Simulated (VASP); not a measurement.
Write the native input for VASP 6.6.1 that does the following.

| Quantity | Value |
| --- | --- |
| Task | single point |
| Functional | PBE |
| Potentials or basis | VASP PAW PBE potentials, release 64 (Rh_pv) |
| Cutoff | 520 eV |
| k mesh | 18 × 18 × 10 |
| Occupations | gaussian, width 0.15 eV |
| Spin | no spin polarisation |
| Dipole correction | no |
| Further INCAR settings | ALGO = Fast; EDIFF = 1e-07; NBANDS = 22 |

The structure of Rh lies in POSCAR:

```
Rh
1.0
    2.7521000000      0.0000000000      0.0000000000
   -1.3760500000      2.3833885137      0.0000000000
    0.0000000000      0.0000000000      4.1746000000
Rh
2
Direct
    0.6666666667      0.3333333333      0.7500000000
    0.3333333333      0.6666666667      0.2500000000
```

These files were run (other wordings do the same):

INCAR

```
PREC = Accurate
ENCUT = 520
EDIFF = 1E-7
ISMEAR = 0
SIGMA = 0.15
LREAL = False
LASPH = True
NELM = 60
ALGO = Fast
ISIF = 2
LWAVE = False
LCHARG = True
GGA = PE
LELF = True
LVHAR = True
NBANDS = 22
```

KPOINTS

```
Automatic mesh
0
Gamma
  18 18 10
```

Potentials or basis: VASP PAW PBE potentials, release 64 (Rh_pv).

Run with:

```console
$ cat potpaw_PBE.64/Rh_pv/POTCAR > POTCAR
$ mpirun -np 1 vasp_std > vasp.out
```

Results of the run:

```yaml
Pressure: 9.7 GPa
Band_gap_on_the_k_mesh: zero (band 15 reaches 12.63 eV, above the bottom of band 16 at 10.42 eV)
```

Wall time 61 s on 1 thread of Intel(R) Xeon(R) Platinum 8559C (Emerald Rapids), with other jobs on the host, peak memory 0.21 GiB.
